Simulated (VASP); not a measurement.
Runs of VASP 6.6.1 on TiB. The structure is that of space group F-43m (No. 216), or close to it. The cells are those of the table. 

```tsv
cell	gap on the mesh (eV)	pressure (GPa)
a = 2.951 Å, angles 60.0°, 2 atoms	none	(a)
a = 2.911 Å, angles 60.0°, 2 atoms	none	(b)
a = 2.931 Å, angles 60.0°, 2 atoms	none	123.4
a = 3.030 Å, angles 60.0°, 2 atoms	none	83.0
a = 2.991 Å, angles 60.0°, 2 atoms	none	97.5
a = 3.010 Å, angles 60.0°, 2 atoms	none	90.0
a = 2.971 Å, angles 60.0°, 2 atoms	none	105.5
```

Alike in all rows: task single point; level LDA; potentials or basis VASP PAW LDA potentials, release 64 (Ti_sv, B); no spin polarisation; k mesh 9 × 9 × 9; cutoff (eV) 500; smearing methfessel-paxton 0.1 eV.

Estimate the missing entries.

(a) 114.1; (b) 133.3.

A gap of «none» marks levels without a gap at the run's occupations.
